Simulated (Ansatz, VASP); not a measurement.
This is a calculation of Sn for Ansatz 0.2.0.

Contents of input.yaml:

```yaml
crystal:
  lattice:
    - [-0.032333428, 3.2333428, 3.2333428]
    - [3.2333428, -0.032333428, 3.2333428]
    - [3.201009372, 3.201009372, 0.0]
  atoms:
    - { symbol: Sn, position: [0.75, 0.75, 0.75] }
    - { symbol: Sn, position: [0.5, 0.5, 0.5] }
kpoints:
  mp_grid: { grid: [7, 7, 7] }
scf:
  occupations: { method: fermi_dirac, width: 0.05 }
hamiltonian:
  xc: pbesol
  pseudopotentials: { kind: all_electron, lapw: { basis_error: 0.001 } }
output:
  forces: true
  stress: true
  eigenvalues: true
```

Potentials or basis: all-electron LAPW, scalar-relativistic.

The run is started by

```bash
$ ansatz run input.yaml --threads 1 --pin off --max-ram 3072MiB --backend cpu --events-out ev --progress --plain --runs-dir out
```

Problem. Set up the same calculation for VASP 6.6.1. Potentials there: VASP PAW PBE potentials, release 64 (Sn_d).

Solution. As run (the cutoff follows the program's own potentials):

The input INCAR:

```
SYSTEM = Sn
PREC     = Accurate       ! precision mode
ENCUT    = 520            ! plane-wave cutoff, eV
EDIFF    = 1E-6           ! SCF threshold, eV
ISMEAR   = -1             ! smearing method
SIGMA    = 0.05           ! smearing width, eV
LREAL    = .FALSE.        ! projectors in reciprocal space
LASPH    = .TRUE.         ! aspherical terms in the spheres
NELM     = 80             ! most SCF steps
ALGO     = Fast           ! electronic algorithm
ISIF     = 2              ! what is computed and relaxed
LWAVE    = .FALSE.        ! write WAVECAR
LCHARG   = .FALSE.        ! write CHGCAR
GGA      = PS             ! functional
NBANDS   = 21             ! bands
```

The input KPOINTS:

```
Automatic mesh
0
G
  7 7 7
  0 0 0
```

The input POSCAR:

```
Sn
1.0
   -0.0323334280      3.2333428000      3.2333428000
    3.2333428000     -0.0323334280      3.2333428000
    3.2010093720      3.2010093720      0.0000000000
Sn
2
Direct
    0.7500000000      0.7500000000      0.7500000000
    0.5000000000      0.5000000000      0.5000000000
```

Potentials or basis: VASP PAW PBE potentials, release 64 (Sn_d).

The run is started by

```bash
$ cat potpaw_PBE.64/Sn_d/POTCAR > POTCAR
$ mpirun -np 1 vasp_std > vasp.out
```

Both were run:

|  | VASP | Ansatz | Ansatz less VASP |
| --- | --- | --- | --- |
| gap on the k mesh at the Fermi level (eV) | none | none | - |
| pressure (GPa) | 1.5 | 1.6 | +0.08 |
| traceless stress, the component that is largest in VASP (GPa) | 1.02 | 1.02 | 0.000 |
| rms of the force components (eV/Å) | 0.112 | 0.113 | +0.0001 |

VASP's potentials were made for PBE, not for PBEsol. Atom by atom the forces differ by 0.000 eV/Å (rms over components). A gap of «none» marks a metal or a gap that the smearing closes. Ansatz ran all-electron here, and VASP with PAW potentials.
